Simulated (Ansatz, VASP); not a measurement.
Bi2S in VASP and in Ansatz

```
Bi S
1.0
     6.92442    0.00000    0.00000
    -3.46221    5.99672    0.00000
     0.00000    0.00000    4.41270
Bi S
4 2
Direct
  0.50000 0.00000 0.00000
  0.00000 0.50000 0.00000
  0.50000 0.50000 0.00000
  0.00000 0.00000 0.00000
  0.33333 0.66667 0.50011
  0.66667 0.33333 0.49989
```

Alike in both runs: functional PBE; k mesh 3 × 3 × 4; occupations gaussian, width 0.1 eV; no spin polarisation.

Ansatz relaxed the structure, and its values are those at the end. VASP's run is a single point on that final structure, the one shown.

|  | VASP | Ansatz |
| --- | --- | --- |
| version | VASP 6.6.1 | Ansatz 0.2.0 |
| potentials or method | VASP PAW PBE potentials, release 64 (Bi_d, S), cutoff 520 eV | scalar-relativistic, plane waves, PAW |
| valence electrons in the cell | 72 | 72 |

|  | VASP | Ansatz | Ansatz less VASP |
| --- | --- | --- | --- |
| gap on the k mesh at the Fermi level (eV) | none | none | - |
| pressure (GPa) | 0.0 | 0.0 | +0.06 |

A gap of «none» marks a metal or a gap that the smearing closes.

Spin-orbit coupling is off throughout.
